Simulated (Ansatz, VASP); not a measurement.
## C in VASP and in Ansatz

```
C
1.0
     0.00000    1.78337    1.78337
     1.78337    0.00000    1.78337
     1.78337    1.78337    0.00000
C
2
Cartesian
  2.6751 2.6751 2.6751
  1.7834 1.7834 1.7834
```

Alike in both runs: functional PBE; k mesh 12 × 12 × 12; occupations fermi-dirac, width 0.02 eV; no spin polarisation.

|  | VASP | Ansatz |
| --- | --- | --- |
| version | VASP 6.6.1 | Ansatz 0.2.0 |
| potentials or method | VASP PAW PBE potentials, release 64 (C) | Ansatz PAW |
| plane-wave cutoff (eV) | 600 | 420 |
| valence electrons in the cell | 8 | 8 |
| task | single point | band structure |

|  | VASP | Ansatz | Ansatz less VASP |
| --- | --- | --- | --- |
| gap on the k mesh at the Fermi level (eV) | 4.15 | 4.16 | +0.007 |
| least direct gap on the mesh (eV) | 5.59 | 5.59 | +0.004 |
| pressure (GPa) | 1.8 | 1.8 | +0.01 |
